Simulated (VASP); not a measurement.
# As (R-3m) in VASP: further runs, part 2 of 2

VASP 6.6.1.

## 3. Single point, PBE0

This run uses another cell than the first one, of 20.24 Å³/atom, 0.923 times its volume.

The input, POSCAR:

```
As
1.0
    1.8424025153      1.0637115881      3.4423263150
   -1.8424025153      1.0637115881      3.4423263150
    0.0000000000     -2.1274231763      3.4423263150
As
2
Direct
    0.2260000000      0.2260000000      0.2260000000
    0.7740000000      0.7740000000      0.7740000000
```

The input, INCAR.step1:

```
SYSTEM = As
PREC     = Accurate       ! precision mode
ENCUT    = 520            ! plane-wave cutoff, eV
EDIFF    = 1E-5           ! SCF threshold, eV
ISMEAR   = -1             ! smearing method
SIGMA    = 0.05           ! smearing width, eV
LREAL    = .FALSE.        ! projectors in reciprocal space
LASPH    = .TRUE.         ! aspherical terms in the spheres
NELM     = 80             ! most SCF steps
ALGO     = Normal         ! electronic algorithm
ISIF     = 2              ! what is computed and relaxed
LWAVE    = .TRUE.         ! write WAVECAR
LCHARG   = .FALSE.        ! write CHGCAR
GGA      = PE             ! functional
NBANDS   = 12             ! bands
```

The input, INCAR.step2:

```
SYSTEM = As
PREC     = Accurate       ! precision mode
ENCUT    = 520            ! plane-wave cutoff, eV
EDIFF    = 1E-6           ! SCF threshold, eV
ISMEAR   = -1             ! smearing method
SIGMA    = 0.05           ! smearing width, eV
LREAL    = .FALSE.        ! projectors in reciprocal space
LASPH    = .TRUE.         ! aspherical terms in the spheres
NELM     = 80             ! most SCF steps
ALGO     = Normal         ! electronic algorithm
ISIF     = 2              ! what is computed and relaxed
LWAVE    = .FALSE.        ! write WAVECAR
LCHARG   = .FALSE.        ! write CHGCAR
GGA      = PE             ! functional
LHFCALC  = .TRUE.         ! exact exchange
AEXX     = 0.25           ! exact-exchange fraction
PRECFOCK = Normal       
ISTART   = 1            
NBANDS   = 12             ! bands
```

The input, KPOINTS:

```
regular mesh
0
G
  4 4 4
  0 0 0
```

Potentials or basis: VASP PAW PBE potentials, release 64 (As).

The run is started by

```
cat potpaw_PBE.64/As/POTCAR > POTCAR
cp INCAR.step1 INCAR
mpirun -np 1 vasp_std > vasp.out
cp INCAR.step2 INCAR
mpirun -np 1 vasp_std > vasp.out
```

OUTCAR:

```text
SYSTEM = As
   PREC = Accurate
   ENCUT = 520
   EDIFF = 1E-6
   ISMEAR = -1
   LREAL = .FALSE.
   LASPH = .TRUE.
   NELM = 80
   ISIF = 2
   GGA = PE
   LHFCALC = .TRUE.
   AEXX = 0.25
   PRECFOCK = Normal
   ISTART = 1

 ion  position               nearest neighbor table
   1  0.226  0.226  0.226-   2 2.46   2 2.46   2 2.46
   2  0.774  0.774  0.774-   1 2.46   1 2.46   1 2.46

  LATTYP: Found a trigonal (rhomboedric) cell.
 ALAT       =     4.0466702151
 COS(alpha) =     0.5854247172

  Lattice vectors:

 A1 = (   1.8424025153,   1.0637115881,   3.4423263150)
 A2 = (  -1.8424025153,   1.0637115881,   3.4423263150)
 A3 = (   0.0000000000,  -2.1274231763,   3.4423263150)

Analysis of symmetry for initial positions (statically):
=====================================================================
 Subroutine PRICEL returns:
 Original cell was already a primitive cell.

 Routine SETGRP: Setting up the symmetry group for a
 trigonal (rhombohedral) supercell.

 Subroutine GETGRP returns: Found 12 space group operations
 (whereof 12 operations were pure point group operations)
 out of a pool of 12 trial point group operations.

The static configuration has the point symmetry D_3d.

Analysis of symmetry for dynamics (positions and initial velocities):
=====================================================================
 Subroutine PRICEL returns:
 Original cell was already a primitive cell.

 Routine SETGRP: Setting up the symmetry group for a
 trigonal (rhombohedral) supercell.

 Subroutine GETGRP returns: Found 12 space group operations
 (whereof 12 operations were pure point group operations)
 out of a pool of 12 trial point group operations.

The dynamic configuration has the point symmetry D_3d.

 Subroutine INISYM returns: Found 12 space group operations
 (whereof 12 operations are pure point group operations),
 and found     1 'primitive' translations

----------------------------------------------------------------------------------------

                                     Primitive cell

  volume of cell :      40.4773

  direct lattice vectors                    reciprocal lattice vectors
     1.842402515  1.063711588  3.442326315     0.271384779  0.156684075  0.096833741
    -1.842402515  1.063711588  3.442326315    -0.271384779  0.156684075  0.096833741
     0.000000000 -2.127423176  3.442326315     0.000000000 -0.313368151  0.096833741

  length of vectors
     4.046670215  4.046670215  4.046670215     0.327988371  0.327988371  0.327988371

  position of ions in fractional coordinates (direct lattice)
     0.226000000  0.226000000  0.226000000
     0.774000000  0.774000000  0.774000000

  ion indices of the primitive-cell ions
   primitive index   ion index
                 1           1
                 2           2

----------------------------------------------------------------------------------------

 KPOINTS: regular mesh

Automatic generation of k-mesh.
 Grid dimensions read from file:
 generate k-points for:    4    4    4

 Generating k-lattice:

  Cartesian coordinates                     Fractional coordinates (reciprocal lattice)
     0.067846195  0.039171019  0.024208435     0.250000000 -0.000000000  0.000000000
[... 35 lines left out ...]
   NGX,Y,Z   is equivalent  to a cutoff of  12.32, 12.32, 12.32 a.u.
   NGXF,Y,Z  is equivalent  to a cutoff of  24.65, 24.65, 24.65 a.u.
 SYSTEM =  As
   PREC   = accura    normal or accurate (medium, high low for compatibility)
   ISTART =      1    job   : 0-new  1-cont  2-samecut
   ICHARG =      0    charge: 1-file 2-atom 10-const
   ISPIN  =      1    spin polarized calculation?
   LNONCOLLINEAR =      F non collinear calculations
   LSORBIT =      F    spin-orbit coupling
   LASPH  =      T    aspherical Exc in radial PAW
   ENCUT  =  520.0 eV  38.22 Ry    6.18 a.u.   7.52  7.52  7.52*2*pi/ulx,y,z
   NELM   =     80;   NELMIN=  2; NELMDL=  0     # of ELM steps
   EDIFF  = 0.1E-05   stopping-criterion for ELM
   LREAL  =      F    real-space projection
   EDIFFG = 0.1E-04   stopping-criterion for IOM
   NSW    =      0    number of steps for IOM
   IBRION =     -1    ionic relax: 0-MD 1-quasi-New 2-CG
   NFREE  =      0    steps in history (QN), initial steepest desc. (CG)
   ISIF   =      2    stress and relaxation
   ISYM   =      3    0-nonsym 1-usesym 2-fastsym
   POTIM  = 0.5000    time-step for ionic-motion
   TEBEG  =    0.0;   TEEND  =   0.0 temperature during run
   PSTRESS=    0.0 pullay stress
   NELECT =      10.0000    total number of electrons
   NUPDOWN=      -1.0000    fix difference up-down
   EMIN   =  10.00;   EMAX   =-10.00  energy-range for DOS
   EFERMI =   0.00;   METHOD = LEGACY
   ISMEAR =    -1;   SIGMA  =   0.05  broadening in eV -4-tet -1-fermi 0-gaus
   EFERMI_NEDOS =   21; number of points for ismear=-14 and -15
   IALGO  =     38    algorithm
   IMIX   =      1    mixing-type and parameters
     AMIX     =   0.40;   BMIX     =  1.00
     AMIX_MAG =   1.60;   BMIX_MAG =  1.00
  volume/ion in A,a.u.               =      20.24       136.58
  Fermi-wavevector in a.u.,A,eV,Ry     =   1.027238  1.941198 14.357102  1.055217
  Thomas-Fermi vector in A             =   2.161172
   LORBIT       =      0    0 simple, 1 ext, 2 COOP (PROOUT), +10 PAW based schemes
   GGA     = PE    functional components
   LHFCALC =     T    Hartree Fock is set to
   PRECFOCK=normal    Normal, Fast or Accurate (Low or Medium for compatibility)
   ENCUT4O =  -1.0   cutoff for four orbital integrals eV
   NKREDX  =     1    reduce k-point grid by
   NKREDY  =     1    reduce k-point grid by
   NKREDZ  =     1    reduce k-point grid by
   AEXX    =    0.2500 exact exchange contribution
   HFSCREEN=    0.0000 screening length (either q_TF or 0.3 A-1)
   HFSCREENC=   0.0000 screening length for correlation (either q_TF or 0.3 A-1)
   ENCUTFOCK=  -1.0 apply spherical cutoff to Coloumb kernel
   IVDW    =     0    specifies the selected vdW correction
   LEPSILON=     F    determine dielectric tensor
   LRPA    =     F    only Hartree local field effects (RPA)
 non-spin polarized calculation
  energy-cutoff  :      520.00
  volume of cell :       40.48
 maximum number of plane-waves:      1111
  NGX = 24; NGY = 24; NGZ = 24

 number of electron       9.9999999 magnetization

 Free energy of the ion-electron system (eV)
  ---------------------------------------------------
  ext. energy  EPLUGINS =         0.00000000
  ---------------------------------------------------
  free energy    TOTEN  =       -12.38113791 eV

  energy without entropy =      -12.38112919  energy(sigma->0) =      -12.38113355

 E-fermi :   5.8707     XC(G=0):  -8.1029

 val. band max:        5.4611874378   @ k =   0.5000   0.5000   0.5000
 cond. band min:       6.3338590346   @ k =   0.5000   0.0000   0.0000
 fundamental gap:      0.8726715968
 Fermi energy:         5.8707493026

 k-point     1 :       0.0000    0.0000    0.0000
  band No.  band energies     occupation
      1     -11.8104      2.00000
      2      -0.3348      2.00000
      3       2.5365      2.00000
      4       3.1083      2.00000
      5       3.1083      2.00000
      6       8.4060      0.00000
      7       9.9631      0.00000
      8       9.9631      0.00000
      9      13.8839      0.00000
     10      13.8839      0.00000
     11      14.5494      0.00000
     12      15.9060      0.00000
[... 166 lines left out ...]
 k-point    13 :       0.5000    0.5000    0.5000
  band No.  band energies     occupation
      1     -10.2663      2.00000
      2      -5.9220      2.00000
      3       3.3776      2.00000
      4       3.3776      2.00000
      5       5.4612      1.99945
      6       7.3903      0.00000
      7       7.3903      0.00000
      8       8.6740      0.00000
      9      15.2811      0.00000
     10      17.7437      0.00000
     11      17.7437      0.00000
     12      19.3509      0.00000

------------------------ aborting loop because EDIFF is reached ----------------------------------------

  FORCE on cell =-STRESS in cart. coord.  units (eV):
  Direction    XX          YY          ZZ          XY          YZ          ZX
  --------------------------------------------------------------------------------------
  -------------------------------------------------------------------------------------
  Total        2.0530479      2.0530479      0.8013190      0.0000000     -0.0000000      0.0000000
  in kB       81.2639557     81.2639557     31.7178947      0.0000000     -0.0000000      0.0000000
  external PRESSURE =      64.7486020 kB  Pullay stress =       0.0000000 kB

 VOLUME and BASIS-vectors are now :
 -----------------------------------------------------------------------------
  energy-cutoff  :      520.00
  volume of cell :       40.48
      direct lattice vectors                 reciprocal lattice vectors
     1.842402515  1.063711588  3.442326315     0.271384779  0.156684075  0.096833741
    -1.842402515  1.063711588  3.442326315    -0.271384779  0.156684075  0.096833741
     0.000000000 -2.127423176  3.442326315     0.000000000 -0.313368151  0.096833741

 POSITION                                       TOTAL-FORCE (eV/Angst)
 -----------------------------------------------------------------------------------
      0.00000     -0.00000      2.33390         0.000000     -0.000000      0.246759
      0.00000     -0.00000      7.99308         0.000000      0.000000     -0.246759
 -----------------------------------------------------------------------------------
    total drift:                                0.000000     -0.000000     -0.000000

  FREE ENERGIE OF THE ION-ELECTRON SYSTEM (eV)
  ---------------------------------------------------
  free  energy   TOTEN  =       -12.3811379059 eV

  energy  without entropy=      -12.3811291913  energy(sigma->0) =      -12.38113355
```

Wall time 8.4 min (1 thread of AMD EPYC 7R13 (Zen 3), shared host); peak memory 0.15 GiB.

Results:

```yaml
Free_energy: -12.3811 eV
Pressure: 6.5 GPa
Largest_force: 0.247 eV/Å
Band_gap_on_the_k_mesh: 0.87 eV, indirect (least direct gap 1.11 eV)
```

Forces in eV/Å, atoms in the order of the input:
```
As   0.000  0.000  0.247
As   0.000  0.000 -0.247
```

Levels at points of the mesh, in eV from the valence-band top:
```tsv
k point	band 3	band 4	band 5	band 6	band 7	band 8
(0.00, 0.00, 0.00)	-2.92	-2.35	-2.35	2.94	4.50	4.50
(0.50, 0.00, 0.00)	-3.36	-3.24	-0.23	0.87	1.47	2.67
(0.50, 0.50, 0.00)	-6.92	-4.98	-4.87	2.45	7.64	9.05
(0.50, 0.50, 0.50)	-2.08	-2.08	0.00	1.93	1.93	3.21
```

Caveat: the k points lie up to 0.52 Å⁻¹ apart; the PAW data sets were made with another functional, which shifts forces and pressure a little.

## 4. Single point, PBE0

This run uses another cell than the first one, of 20.67 Å³/atom, 0.943 times its volume.

The input, POSCAR:

```
As
1.0
    1.8553776084      1.0712027616      3.4665688483
   -1.8553776084      1.0712027616      3.4665688483
    0.0000000000     -2.1424055233      3.4665688483
As
2
Direct
    0.2260000000      0.2260000000      0.2260000000
    0.7740000000      0.7740000000      0.7740000000
```

The input, INCAR.step1:

```
PREC = Accurate
ENCUT = 520
EDIFF = 1E-5
ISMEAR = -1
SIGMA = 0.05
LREAL = F
LASPH = T
NELM = 60
ALGO = Normal
ISIF = 2
LWAVE = T
LCHARG = F
GGA = PE
NBANDS = 12
```

The input, INCAR.step2:

```
PREC = Accurate
ENCUT = 520
EDIFF = 1E-6
ISMEAR = -1
SIGMA = 0.05
LREAL = F
LASPH = T
NELM = 60
ALGO = Normal
ISIF = 2
LWAVE = F
LCHARG = F
GGA = PE
LHFCALC = T
AEXX = 0.25
PRECFOCK = Normal
ISTART = 1
NBANDS = 12
```

The input, KPOINTS:

```
regular mesh
0
Gamma
  4 4 4
```

The run is started by

```
cat potpaw_PBE.64/As/POTCAR > POTCAR
cp INCAR.step1 INCAR
mpirun -np 1 vasp_std > vasp.out
cp INCAR.step2 INCAR
mpirun -np 1 vasp_std > vasp.out
```

Wall time 6.2 min (1 thread of AMD EPYC 7R13 (Zen 3), shared host); peak memory 0.15 GiB.

The run converged. Its results:

```yaml
Free_energy: -12.4100 eV
Pressure: 4.3 GPa
Largest_force: 0.087 eV/Å
Band_gap_on_the_k_mesh: 0.93 eV, indirect (least direct gap 1.12 eV)
```

Forces on the atoms (eV/Å):
```
As   0.000  0.000  0.087
As   0.000  0.000 -0.087
```

Stress tensor (GPa, compression positive):
```
5.58 0.00 0.00
0.00 5.58 0.00
0.00 0.00 1.65
```

Levels at points of the mesh, in eV from the valence-band top:
```tsv
k point	band 3	band 4	band 5	band 6	band 7	band 8
(0.00, 0.00, 0.00)	-2.78	-2.24	-2.24	3.00	4.53	4.53
(0.50, 0.00, 0.00)	-3.22	-3.11	-0.18	0.93	1.58	2.75
(0.50, 0.50, 0.00)	-6.74	-4.79	-4.69	2.60	7.57	8.98
(0.50, 0.50, 0.50)	-1.97	-1.97	0.00	2.02	2.02	3.19
```

Caveat: the k points lie up to 0.51 Å⁻¹ apart; the PAW data sets were made with another functional, which shifts forces and pressure a little.

## 5. The runs side by side

```tsv
level	potentials or basis	cell	k mesh	cutoff (eV)	second run	grid for exact exchange (PRECFOCK)	gap on the mesh (eV)	pressure (GPa)	largest force (eV/Å)
BLYP+D4	VASP PAW PBE potentials, release 64 (As_d)	a = 4.128 Å, angles 54.9°, 2 atoms	9 × 9 × 9	600	valence_matched	-	0.02	0.2	0.04
PBE0	VASP PAW PBE potentials, release 64 (As)	a = 4.047 Å, angles 54.2°, 2 atoms	4 × 4 × 4	520	-	Normal	0.87	6.5	0.25
PBE0	VASP PAW PBE potentials, release 64 (As)	a = 4.075 Å, angles 54.2°, 2 atoms	4 × 4 × 4	520	-	Normal	0.93	4.3	0.09
```

Alike in all rows: task single point; no spin polarisation; smearing fermi-dirac 0.05 eV.

Caveats: some runs use coarse meshes; the PAW data sets were made with another functional, which shifts forces and pressure a little.

Absolute energies hang on the potentials; compare differences alone.
